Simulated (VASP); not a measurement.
Set up this calculation in VASP 6.6.1, as the native input.

- Task: single point
- Functional: PBEsol
- Potentials or basis: VASP PAW PBE potentials, release 64 (C)
- Cutoff: 520 eV
- k mesh: 11 × 11 × 1
- Occupations: gaussian, width 0.05 eV
- Spin: no spin polarisation
- Dipole correction: yes
- Further INCAR settings: ALGO = Normal; EDIFF = 1e-06; NBANDS = 31

The structure of C lies in POSCAR:

```
C
1.0
    2.5129226041      0.0000000000      0.0000000000
    0.0000000000      2.5129226041      0.0000000000
    0.0000000000      0.0000000000     24.9960707628
C
10
Direct
    0.0000000000      0.5000000000      0.3400534460
    0.0000000000      0.0000000000      0.3755971247
    0.5000000000      0.0000000000      0.4111408033
    0.5000000000      0.5000000000      0.4466844820
    0.0000000000      0.5000000000      0.4822281607
    0.0000000000      0.0000000000      0.5177114273
    0.5000000000      0.0000000000      0.5534200794
    0.5000000000      0.5000000000      0.5884940802
    0.0000000000      0.5000000000      0.6254276594
    0.0000000000      0.0000000000      0.6567625804
```

These files were run (other wordings do the same):

INCAR

```
SYSTEM = C
PREC     = Accurate       ! precision mode
ENCUT    = 520            ! plane-wave cutoff, eV
EDIFF    = 1E-6           ! SCF threshold, eV
ISMEAR   = 0              ! smearing method
SIGMA    = 0.05           ! smearing width, eV
LREAL    = .FALSE.        ! projectors in reciprocal space
LASPH    = .TRUE.         ! aspherical terms in the spheres
NELM     = 60             ! most SCF steps
ALGO     = Normal         ! electronic algorithm
ISIF     = 2              ! what is computed and relaxed
LWAVE    = .FALSE.        ! write WAVECAR
LCHARG   = .TRUE.         ! write CHGCAR
LDIPOL   = .TRUE.       
IDIPOL   = 3            
DIPOL    = 0.5 0.5 0.500
GGA      = PS             ! functional
LELF     = .TRUE.         ! ELF
LVHAR    = .TRUE.       
LVACPOTAV= .TRUE.       
NBANDS   = 31             ! bands
```

KPOINTS

```
regular mesh
0
G
  11 11 1
  0 0 0
```

Potentials or basis: VASP PAW PBE potentials, release 64 (C).

Command:

```sh
$ cat potpaw_PBE.64/C/POTCAR > POTCAR
$ mpirun -np 1 vasp_std > vasp.out
```

It gave:

```json
{"Largest force": "2.395 eV/Å", "Band gap on the k mesh": "zero (bands 20 and 21 overlap by 0.37 eV)"}
```

Caveat: the PAW data sets were made with another functional, which shifts forces and pressure a little.

It took 2.4 min on 1 thread of Intel(R) Xeon(R) 6975P-C (Granite Rapids) (shared host), peak memory 0.3 GiB.
